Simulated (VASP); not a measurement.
A run of VASP 6.6.1 is set up as follows.

INCAR

```
ALGO = Normal
EDIFF = 1E-6
ENCUT = 520
GGA = PE
ISIF = 2
ISMEAR = 0
LASPH = True
LCHARG = False
LREAL = False
LWAVE = False
NBANDS = 41
NELM = 100
PREC = Accurate
SIGMA = 0.1
```

KPOINTS

```
k-points
0
Gamma
  4 4 2
```

File POSCAR:

```
AlGa3As4
1.0
    3.8919921500      0.0000000000      0.0000000000
    0.0000000000      3.8919921500      0.0000000000
    0.0000000000      0.0000000000     11.0082161600
Al Ga As
1 3 4
Direct
    0.5000000000      0.5000000000      0.5000000000
    0.0000000000      0.0000000000      0.7500000000
    0.5000000000      0.5000000000      0.0000000000
    0.0000000000      0.0000000000      0.2500000000
    0.5000000000      0.0000000000      0.8750000000
    0.0000000000      0.5000000000      0.1250000000
    0.5000000000      0.0000000000      0.3750000000
    0.0000000000      0.5000000000      0.6250000000
```

Potentials or basis: VASP PAW PBE potentials, release 64 (Al, Ga_d, As).

Launch:

```sh
$ cat potpaw_PBE.64/Al/POTCAR potpaw_PBE.64/Ga_d/POTCAR potpaw_PBE.64/As/POTCAR > POTCAR
$ mpirun -np 1 vasp_std > vasp.out
```

**Question.** Predict the pressure.

**Answer.** 10.9 GPa.

**Question.** Estimate the band gap on the k mesh.

**Answer.** 1.26 eV (least direct gap 1.29 eV).

Stress tensor (GPa, compression positive):
```
11.36  0.00  0.00
 0.00 11.36  0.00
 0.00  0.00 10.12
```

Caveat: the cell stands under pressure. A k mesh can miss the band edges.
